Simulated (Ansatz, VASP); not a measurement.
**One calculation of SrCl2, two programs**

```
Sr Cl
1.0
     0.00000    3.48550    3.48550
     3.48550    0.00000    3.48550
     3.48550    3.48550    0.00000
Sr Cl
1 2
Cartesian
  0.0000 0.0000 0.0000
  1.7516 1.7339 1.7428
  5.2371 5.2194 5.2283
```

Change from the starting cell: all Cl atoms moved +0.013 Å, as atom 2 along Cartesian [1 -1 0].

Alike in both runs: task single point; functional PBE; k mesh 6 × 6 × 6; occupations gaussian, width 0.05 eV; no spin polarisation.

```csv
,VASP,Ansatz
version,VASP 6.6.1,Ansatz 0.2.0
potentials or method,"VASP PAW PBE potentials, release 64 (Sr_sv, Cl), cutoff 520 eV","scalar-relativistic, plane waves, PAW"
valence electrons in the cell,24,24
```

|  | VASP | Ansatz | Ansatz less VASP |
| --- | --- | --- | --- |
| gap on the k mesh at the Fermi level (eV) | 5.35 | 5.35 | +0.005 |
| least direct gap on the mesh (eV) | 5.50 | 5.51 | +0.003 |
| pressure (GPa) | 1.2 | 1.1 | -0.08 |
| rms of the force components (eV/Å) | 0.014 | 0.014 | -0.0004 |

Atom by atom the forces differ by 0.000 eV/Å (rms over components).
